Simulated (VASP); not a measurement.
# Be2Se in VASP: a series of runs

Runs on Be2Se. Level: PBE. Tasks: single point, relaxation of cell and atoms.

All numbers are computed with VASP 6.6.1; they aren't measurements. Logs are shortened: lines on timing, memory, paths and dates and some standing lists are left out, and cuts for length are marked.

### 1 The cell of the first run

The typed cell holds 6 atoms: a = 3.413 Å, b = 3.413 Å, c = 9.141 Å, α = 90.00°, β = 90.00°, γ = 60.01°.

### 2 Single point, PBE

Input file INCAR:

```
SYSTEM = Be2Se
PREC     = Accurate       ! precision mode
ENCUT    = 520            ! plane-wave cutoff, eV
EDIFF    = 1E-6           ! SCF threshold, eV
ISMEAR   = 0              ! smearing method
SIGMA    = 0.1            ! smearing width, eV
LREAL    = .False.        ! projectors in reciprocal space
LASPH    = .True.         ! aspherical terms in the spheres
NELM     = 60             ! most SCF steps
ALGO     = Normal         ! electronic algorithm
ISIF     = 2              ! what is computed and relaxed
LWAVE    = .False.        ! write WAVECAR
LCHARG   = .False.        ! write CHGCAR
GGA      = PE             ! functional
NBANDS   = 19             ! bands
```

Input file KPOINTS:

```
Automatic mesh
0
Gamma
  6 6 2
  0 0 0
```

Input file POSCAR:

```
Be2Se
1.0
    2.9522889627     -1.7067309831      0.1350532180
    2.9522889627      1.7067309831      0.1350532180
   -0.4179050908      0.0000000000      9.1319212524
Be Se
4 2
Direct
    0.8636665887      0.8636665887      0.1600531903
    0.8637427049      0.8637427049      0.6600520960
    0.5302824639      0.5302824639      0.3039049798
    0.5303691199      0.5303691199      0.8039126013
    0.8637354215      0.8637354215      0.9110405297
    0.8636555750      0.8636555750      0.4110366029
```

Potentials or basis: VASP PAW PBE potentials, release 64 (Be, Se).

Launch:

```console
$ cat potpaw_PBE.64/Be/POTCAR potpaw_PBE.64/Se/POTCAR > POTCAR
$ mpirun -np 1 vasp_std > vasp.out
```

OUTCAR:

```text
SYSTEM = Be2Se
   PREC = Accurate
   ENCUT = 520
   EDIFF = 1E-6
   ISMEAR = 0
   LREAL = .False.
   LASPH = .True.
   NELM = 60
   ISIF = 2
   GGA = PE

 ion  position               nearest neighbor table
   1  0.864  0.864  0.160-   5 2.28   6 2.29   3 2.37   3 2.37   3 2.37
   2  0.864  0.864  0.660-   6 2.28   5 2.29   4 2.37   4 2.37   4 2.37
   3  0.530  0.530  0.304-   6 2.20   6 2.20   6 2.20   1 2.37   1 2.37   1 2.37
   4  0.530  0.530  0.804-   5 2.20   5 2.20   5 2.20   2 2.37   2 2.37   2 2.37
   5  0.864  0.864  0.911-   4 2.20   4 2.20   4 2.20   1 2.28   2 2.29
   6  0.864  0.864  0.411-   3 2.20   3 2.20   3 2.20   2 2.28   1 2.29

  LATTYP: Found a simple monoclinic cell.
 ALAT       =     3.4134619662
 B/A-ratio  =     2.6780666254
 C/A-ratio  =     1.7319382631
 COS(beta)  =    -0.8660816797

  Lattice vectors:

 A1 = (   0.0000000000,   3.4134619662,   0.0000000000)
 A2 = (  -0.4179050908,   0.0000000000,   9.1319212524)
 A3 = (   2.9522889627,  -5.1201929493,   0.1350532180)

Analysis of symmetry for initial positions (statically):
=====================================================================
 Subroutine PRICEL returns:
 Original cell was already a primitive cell.

 Routine SETGRP: Setting up the symmetry group for a
 simple monoclinic supercell.

 Subroutine GETGRP returns: Found  1 space group operations
 (whereof  1 operations were pure point group operations)
 out of a pool of  4 trial point group operations.

The static configuration has the point symmetry C_1 .

Analysis of symmetry for dynamics (positions and initial velocities):
=====================================================================
 Subroutine PRICEL returns:
 Original cell was already a primitive cell.

 Routine SETGRP: Setting up the symmetry group for a
 simple monoclinic supercell.

 Subroutine GETGRP returns: Found  1 space group operations
 (whereof  1 operations were pure point group operations)
 out of a pool of  4 trial point group operations.

The dynamic configuration has the point symmetry C_1 .

 Subroutine INISYM returns: Found  1 space group operations
 (whereof  1 operations are pure point group operations),
 and found     1 'primitive' translations

----------------------------------------------------------------------------------------

                                     Primitive cell

  volume of cell :      92.2198

[... 92 lines left out ...]
   LSORBIT =      F    spin-orbit coupling
   LASPH  =      T    aspherical Exc in radial PAW
   ENCUT  =  520.0 eV  38.22 Ry    6.18 a.u.   6.35  6.35 17.00*2*pi/ulx,y,z
   NELM   =     60;   NELMIN=  2; NELMDL= -5     # of ELM steps
   EDIFF  = 0.1E-05   stopping-criterion for ELM
   LREAL  =      F    real-space projection
[... 7 lines left out ...]
   TEBEG  =    0.0;   TEEND  =   0.0 temperature during run
   PSTRESS=    0.0 pullay stress
   NELECT =      20.0000    total number of electrons
   NUPDOWN=      -1.0000    fix difference up-down
   EMIN   =  10.00;   EMAX   =-10.00  energy-range for DOS
   EFERMI =   0.00;   METHOD = LEGACY
   ISMEAR =     0;   SIGMA  =   0.10  broadening in eV -4-tet -1-fermi 0-gaus
   EFERMI_NEDOS =   21; number of points for ismear=-14 and -15
   IALGO  =     38    algorithm
   IMIX   =      4    mixing-type and parameters
     AMIX     =   0.40;   BMIX     =  1.00
     AMIX_MAG =   1.60;   BMIX_MAG =  1.00
  volume/ion in A,a.u.               =      15.37       103.72
  Fermi-wavevector in a.u.,A,eV,Ry     =   0.983581  1.858698 13.162701  0.967431
  Thomas-Fermi vector in A             =   2.114749
   LORBIT       =      0    0 simple, 1 ext, 2 COOP (PROOUT), +10 PAW based schemes
   GGA     = PE    functional components
   LHFCALC =     F    Hartree Fock is set to
   AEXX    =    0.0000 exact exchange contribution
   IVDW    =     0    specifies the selected vdW correction
   LEPSILON=     F    determine dielectric tensor
   LRPA    =     F    only Hartree local field effects (RPA)
 non-spin polarized calculation
 Gauss-broadening in eV      SIGMA  =   0.10
  energy-cutoff  :      520.00
  volume of cell :       92.22
 maximum number of plane-waves:      2510
 NGX is ok and might be reduce to    28

 number of electron      19.9999999 magnetization

 Free energy of the ion-electron system (eV)
  ---------------------------------------------------
  ext. energy  EPLUGINS =         0.00000000
  ---------------------------------------------------
  free energy    TOTEN  =       -21.27482099 eV

  energy without entropy =      -21.27111062  energy(sigma->0) =      -21.27296581

 E-fermi :   4.6201     XC(G=0):  -9.4261

 val. band max:        4.6159233612   @ k =  -0.3333   0.3333   0.5000
 cond. band min:       4.8151989568   @ k =   0.0000  -0.1667   0.0000
 fundamental gap:      0.1992755956
 Fermi energy:         4.6200768516

 k-point     1 :       0.0000    0.0000    0.0000
  band No.  band energies     occupation
      1     -11.0100      2.00000
      2     -10.9142      2.00000
      3      -3.5894      2.00000
      4      -1.9558      2.00000
      5       0.6073      2.00000
      6       2.8429      2.00000
[... 505 lines left out ...]
      6      -1.2927      2.00000
[... 11 lines left out ...]
     18      11.1067      0.00000
     19      12.0701      0.00000

 [... further k-points ...]

------------------------ aborting loop because EDIFF is reached ----------------------------------------

  FORCE on cell =-STRESS in cart. coord.  units (eV):
  Direction    XX          YY          ZZ          XY          YZ          ZX
  --------------------------------------------------------------------------------------
  -------------------------------------------------------------------------------------
  Total        0.0550673      0.0414706      0.0894907     -0.0000008      0.0000045     -0.0009709
  in kB        0.9567102      0.7204874      1.5547631     -0.0000134      0.0000777     -0.0168674
  external PRESSURE =       1.0773203 kB  Pullay stress =       0.0000000 kB

 VOLUME and BASIS-vectors are now :
 -----------------------------------------------------------------------------
  energy-cutoff  :      520.00
  volume of cell :       92.22
      direct lattice vectors                 reciprocal lattice vectors
     2.952288963 -1.706730983  0.135053218     0.169006310 -0.292957710  0.007734254
     2.952288963  1.706730983  0.135053218     0.169006310  0.292957710  0.007734254
    -0.417905091  0.000000000  9.131921252    -0.004998914  0.000000000  0.109277216

 POSITION                                       TOTAL-FORCE (eV/Angst)
 -----------------------------------------------------------------------------------
      5.03270      0.00000      1.69488        -0.000351     -0.000000      0.003473
      4.82420      0.00000      6.26085        -0.000635      0.000000      0.003567
      3.00409      0.00000      2.91847         0.001355      0.000000     -0.013476
      2.79565      0.00000      7.48452         0.000777     -0.000000     -0.013782
      4.71926      0.00000      8.55285        -0.000506     -0.000000      0.010068
      4.92775      0.00000      3.98683        -0.000639     -0.000000      0.010151
 -----------------------------------------------------------------------------------
    total drift:                                0.000001     -0.000002     -0.000070

  FREE ENERGIE OF THE ION-ELECTRON SYSTEM (eV)
  ---------------------------------------------------
  free  energy   TOTEN  =       -21.2748209884 eV

  energy  without entropy=      -21.2711106235  energy(sigma->0) =      -21.27296581
```

OSZICAR:

```text
N       E                     dE             d eps       ncg     rms          rms(c)
DAV:   1     0.597231318357E+02    0.59723E+02   -0.79295E+03  1520   0.876E+02
DAV:   2    -0.166138147019E+02   -0.76337E+02   -0.72544E+02  1976   0.150E+02
DAV:   3    -0.217378185361E+02   -0.51240E+01   -0.50797E+01  2095   0.408E+01
DAV:   4    -0.217899266159E+02   -0.52108E-01   -0.52044E-01  1852   0.447E+00
DAV:   5    -0.217904427523E+02   -0.51614E-03   -0.51600E-03  2029   0.462E-01    0.654E+00
DAV:   6    -0.213362770800E+02    0.45417E+00   -0.56673E-01  1731   0.396E+00    0.357E+00
DAV:   7    -0.212759842867E+02    0.60293E-01   -0.30881E-01  2001   0.275E+00    0.903E-01
DAV:   8    -0.212746471246E+02    0.13372E-02   -0.36873E-02  1724   0.105E+00    0.296E-01
DAV:   9    -0.212747826921E+02   -0.13557E-03   -0.21185E-03  1813   0.290E-01    0.947E-02
DAV:  10    -0.212748060044E+02   -0.23312E-04   -0.39758E-04  1997   0.112E-01    0.268E-02
DAV:  11    -0.212748194586E+02   -0.13454E-04   -0.50721E-05  1931   0.403E-02    0.108E-02
DAV:  12    -0.212748204871E+02   -0.10285E-05   -0.12106E-05  1939   0.175E-02    0.495E-03
DAV:  13    -0.212748209884E+02   -0.50126E-06   -0.16949E-06  1508   0.756E-03
   1 F= -.21274821E+02 E0= -.21272966E+02  d E =-.371036E-02
```

stdout:

```text
POSCAR found type information on POSCAR BeSe
 POSCAR found :  2 types and       6 ions
 scaLAPACK will be used
 -----------------------------------------------------------------------------
|                                                                             |
|           W    W    AA    RRRRR   N    N  II  N    N   GGGG   !!!           |
[... 18 lines left out ...]
|                                                                             |
 -----------------------------------------------------------------------------

 LDA part: xc-table for (Slater+PW92), standard interpolation
 POSCAR, INCAR and KPOINTS ok, starting setup
 FFT: planning ... GRIDC
 FFT: planning ... GRID_SOFT
 FFT: planning ... GRID
 WAVECAR not read
 entering main loop
```

Run time: 51 s. Hardware: 1 thread of Intel Xeon 6975P-C (Granite Rapids), shared host; peak memory 0.25 GiB.

Results:

| Quantity | Value |
| --- | --- |
| Free energy | -21.2748 eV |
| Pressure | 0.1 GPa |
| Largest force | 0.014 eV/Å |
| Band gap on the k mesh | zero (bands 10 and 11 overlap by 1.02 eV) |

Forces in eV/Å, atoms in the order of the input:
```
Be   0.000  0.000  0.003
Be  -0.001  0.000  0.004
Be   0.001  0.000 -0.013
Be   0.001  0.000 -0.014
Se  -0.001  0.000  0.010
Se  -0.001  0.000  0.010
```

### 3 Single point, PBE

This run uses another cell than the first one: it holds 3 atoms, not 6.

Input file INCAR:

```
SYSTEM = Be2Se
ALGO = Normal ; EDIFF = 1E-6
ENCUT = 520 ; GGA = PE
ISIF = 2 ; ISMEAR = 0
LASPH = .TRUE. ; LCHARG = .FALSE.
LREAL = .FALSE. ; LWAVE = .FALSE.
NBANDS = 12 ; NELM = 100
PREC = Accurate ; SIGMA = 0.1
```

Input file KPOINTS:

```
k-points
0
G
  18 18 10
  0 0 0
```

Input file POSCAR:

```
Be2Se
1.0
    3.4092187855      0.0000000000      0.0000000000
   -1.7046093928      2.9524700753      0.0000000000
    0.0000000000      0.0000000000      4.5664103140
Be Se
2 1
Direct
    0.3333333333      0.6666666667      0.6813014752
    0.6666666667      0.3333333333      0.3917564543
    0.3333333333      0.6666666667      0.1769420706
```

Potentials or basis: VASP PAW PBE potentials, release 64 (Be, Se).

Launch:

```console
$ cat potpaw_PBE.64/Be/POTCAR potpaw_PBE.64/Se/POTCAR > POTCAR
$ mpirun -np 1 vasp_std > vasp.out
```

Wall time 84 s (1 thread of Intel Xeon 6975P-C (Granite Rapids), shared host); peak memory 0.31 GiB.

It converged, with:

```
Free energy            : -10.6178 eV
Pressure               : 0.2 GPa
Largest force          : 0.019 eV/Å
Band gap on the k mesh : zero (bands 5 and 6 overlap by 1.64 eV)
```

Forces in eV/Å, atoms in the order of the input:
```
Be   0.000  0.000  0.000
Be   0.000  0.000  0.019
Se   0.000  0.000 -0.019
```

Levels at points of the mesh, in eV from the Fermi level:
| k point | band 3 | band 4 | band 5 | band 6 | band 7 | band 8 |
| --- | --- | --- | --- | --- | --- | --- |
| (0.00, 0.00, 0.00) | -3.87 | -1.59 | -1.59 | 4.07 | 4.73 | 4.73 |
| (0.50, 0.00, 0.00) | -5.25 | -3.32 | -0.96 | 0.03 | 3.21 | 3.42 |
| (0.00, 0.00, 0.50) | -1.33 | -1.33 | 0.81 | 2.92 | 4.08 | 4.08 |
| (0.50, 0.00, 0.50) | -6.02 | -3.03 | -2.63 | 2.60 | 3.34 | 3.42 |

[end of part 1 of 2]

The gap in the log of VASP goes by the Fermi energy; the results here count the filled bands.